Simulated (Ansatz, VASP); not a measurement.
One calculation of SnTe, two programs

```
CELL_PARAMETERS angstrom
0.00000 3.18594 3.18594
3.18594 0.00000 3.18594
3.18594 3.18594 0.00000
ATOMIC_POSITIONS crystal
Sn 0.00000 0.00000 0.00000
Te 0.50000 0.50000 0.50000
```

Alike in both runs: functional r2SCAN; k mesh 10 × 10 × 10; occupations fermi-dirac, width 0.05 eV; no spin polarisation.

Ansatz relaxed the structure, and its values are those at the end. VASP's run is a single point on that final structure, the one shown.

|  | VASP | Ansatz |
| --- | --- | --- |
| version | VASP 6.6.1 | Ansatz 0.2.0 |
| potentials or method | VASP PAW PBE potentials, release 64 (Sn_d, Te) | PAW with Ansatz's default frozen-core files, scalar-relativistic |
| plane-wave cutoff (eV) | 520 | 500 |
| valence electrons in the cell | 20 | 30 |

|  | VASP | Ansatz | Ansatz less VASP |
| --- | --- | --- | --- |
| pressure (GPa) | 0.0 | 0.0 | -0.01 |

VASP's potentials were made for PBE, not for r2SCAN. VASP's potentials hold 20 valence electrons a cell and Ansatz's 30, so a difference there can come from the potentials and not from the codes.

Neither program's run includes spin-orbit coupling.
